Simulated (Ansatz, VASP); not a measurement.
# KI: VASP beside Ansatz

INCAR

```
PREC = Accurate
ENCUT = 520
EDIFF = 1E-7
ISMEAR = 0
SIGMA = 0.01
LREAL = False
LASPH = True
NELM = 150
ALGO = Normal
ISIF = 2
LWAVE = False
LCHARG = True
MAGMOM = 0 0 0 0 0 0
LORBIT = 11
LSORBIT = True
GGA_COMPAT = False
LORBMOM = True
GGA = PS
LVHAR = True
NBANDS = 28
```

Contents of KPOINTS:

```
Automatic mesh
0
Gamma
  6 6 6
```

POSCAR

```
KI
1.0
    0.0000000000      3.5024800858      3.4849676854
    3.5024800858      0.0000000000      3.4849676854
    3.5024800858      3.5024800858      0.0000000000
K I
1 1
Direct
    0.0000000000      0.0000000000      0.0000000000
    0.5000000000      0.5000000000      0.5000000000
```

Input for Ansatz:

```yaml
crystal:
  lattice:
    - [0.0, 3.50248008579, 3.48496768536]
    - [3.50248008579, 0.0, 3.48496768536]
    - [3.50248008579, 3.50248008579, 0.0]
  atoms:
    - { symbol: K, position: [0.0, 0.0, 0.0] }
    - { symbol: I, position: [0.5, 0.5, 0.5] }
kpoints:
  mp_grid: { grid: [6, 6, 6] }
scf:
  occupations: { method: fixed }
  convergence: { dr2_threshold: 1.0e-10 }
hamiltonian:
  xc: pbesol
  pseudopotentials: { kind: all_electron, lapw: { basis_error: 0.0005 } }
magnetization:
  noncollinear: true
  spin_orbit: true
output:
  forces: true
  stress: true
  eigenstates:
    kpoints:
      - [0.0, 0.0, 0.0]
      - [-0.5, 0.0, -0.5]
      - [0.0, -0.5, -0.5]
      - [-0.5, -0.5, 0.0]
      - [-0.5, 0.0, 0.0]
      - [0.0, -0.5, 0.0]
      - [0.0, 0.0, -0.5]
      - [-0.5, -0.5, -0.5]
  eigenvalues: true
```

Change from the starting cell: z stretched by -0.5 %, x and y held.

Alike in both runs: task single point; functional PBEsol; k mesh 6 × 6 × 6; non-collinear spin, spin-orbit coupling.

```csv
,VASP,Ansatz
version,VASP 6.6.1,Ansatz 0.2.0
potentials or method,"VASP PAW PBE potentials, release 64 (K_sv, I), cutoff 520 eV",all-electron LAPW
occupations,"gaussian, width 0.01 eV",fixed
```

|  | VASP | Ansatz | Ansatz less VASP |
| --- | --- | --- | --- |
| pressure (GPa) | 0.1 | 0.1 | -0.04 |
| traceless stress, the component that is largest in VASP (GPa) | 0.09 | 0.09 | -0.002 |
| net moment per atom (μB) | 0.00 | 0.00 | 0.000 |

VASP's potentials were made for PBE, not for PBEsol. Ansatz ran all-electron here, and VASP with PAW potentials.
